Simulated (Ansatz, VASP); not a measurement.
# Rb in VASP and in Ansatz

The input INCAR:

```
SYSTEM = Rb
ALGO = Normal
EDIFF = 1E-6
ENCUT = 520
GGA = PE
ISIF = 2
ISMEAR = 0
LASPH = .TRUE.
LCHARG = .FALSE.
LREAL = .FALSE.
LWAVE = .FALSE.
NBANDS = 26
NELM = 100
PREC = Accurate
SIGMA = 0.1
```

Contents of KPOINTS:

```
k-points
0
G
  6 6 2
  0 0 0
```

POSCAR

```
Rb
1.0
    4.2054228134      0.0000000000      0.0000000000
   -2.1027114067      3.6420029901      0.0000000000
    0.0000000000      0.0000000000     15.4748454095
Rb
4
Direct
    0.0000000000      0.0000000000      0.0000000000
    0.3333333300      0.6666666700      0.2500000000
    0.0000000000      0.0000000000      0.5000000000
    0.6666666700      0.3333333300      0.7500000000
```

Input for Ansatz:

```yaml
crystal:
  lattice:
    - [4.2054228134, 0.0, 0.0]
    - [-2.1027114067, 3.6420029901, 0.0]
    - [0.0, 0.0, 15.4748454095]
  atoms:
    - { symbol: Rb, position: [0.0, 0.0, 0.0] }
    - { symbol: Rb, position: [0.33333333, 0.66666667, 0.25] }
    - { symbol: Rb, position: [0.0, 0.0, 0.5] }
    - { symbol: Rb, position: [0.66666667, 0.33333333, 0.75] }
basis:
  ecutwfc: 420
kpoints:
  mp_grid: { grid: [6, 6, 2] }
hamiltonian:
  xc: pbe
scf:
  occupations: { method: gaussian, width: 0.1 }
output:
  forces: true
  stress: true
  eigenvalues: true
```

Alike in both runs: task single point; functional PBE; k mesh 6 × 6 × 2; occupations gaussian, width 0.1 eV; no spin polarisation.

|  | VASP | Ansatz |
| --- | --- | --- |
| version | VASP 6.6.1 | Ansatz 0.2.0 |
| potentials or method | VASP PAW PBE potentials, release 64 (Rb_sv), cutoff 520 eV | scalar-relativistic, plane waves, PAW |
| valence electrons in the cell | 36 | 36 |

|  | VASP | Ansatz | Ansatz less VASP |
| --- | --- | --- | --- |
| gap on the k mesh at the Fermi level (eV) | none | none | - |
| pressure (GPa) | 2.8 | 2.8 | 0.00 |
| traceless stress, the component that is largest in VASP (GPa) | -1.04 | -1.04 | +0.001 |

A gap of «none» marks a metal or a gap that the smearing closes. With one functional, cell and mesh, what is left measures potentials, basis and numerics.
